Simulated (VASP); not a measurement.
Here is a VASP 6.6.1 calculation.

File POSCAR:

```
TiO2
1.0
    0.0000000000      2.4207955305      2.4207955305
    2.4207955305      0.0000000000      2.4207955305
    2.4207955305      2.4207955305      0.0000000000
Ti O
1 2
Direct
    0.0000000000      0.0000000000      0.0000000000
    0.2500000000      0.2500000000      0.2500000000
    0.7500000000      0.7500000000      0.7500000000
```

File INCAR.step1:

```
PREC = Accurate
ENCUT = 520
ISMEAR = 0
SIGMA = 0.01
LREAL = False
LASPH = True
NELM = 100
NBANDS = 19
GGA = PE
ALGO = Normal
EDIFF = 1E-4
LWAVE = True
LCHARG = False
```

INCAR.step2

```
PREC = Accurate
ENCUT = 520
EDIFF = 1E-6
ISMEAR = 0
SIGMA = 0.01
LREAL = False
LASPH = True
NELM = 100
ALGO = Normal
ISIF = 2
LWAVE = False
LCHARG = False
METAGGA = R2SCAN
LMIXTAU = True
NBANDS = 19
ISTART = 1
```

The input KPOINTS:

```
regular mesh
0
Gamma
  10 10 10
```

Potentials or basis: VASP PAW PBE potentials, release 64 (Ti_sv, O).

Launch:

```sh
$ cat potpaw_PBE.64/Ti_sv/POTCAR potpaw_PBE.64/O/POTCAR > POTCAR
$ cp INCAR.step1 INCAR
$ mpirun -np 1 vasp_std > vasp.out
$ cp INCAR.step2 INCAR
$ mpirun -np 1 vasp_std > vasp.out
```

(1) Estimate the band gap on the k mesh.

(2) Estimate the pressure.

## Answers

(1) 1.51 eV, indirect (least direct gap 2.17 eV).

(2) -6.4 GPa.

Caveat: the cell differs from its parent crystal (strain +1.0%); the PAW data sets were made with another functional, which shifts forces and pressure a little.
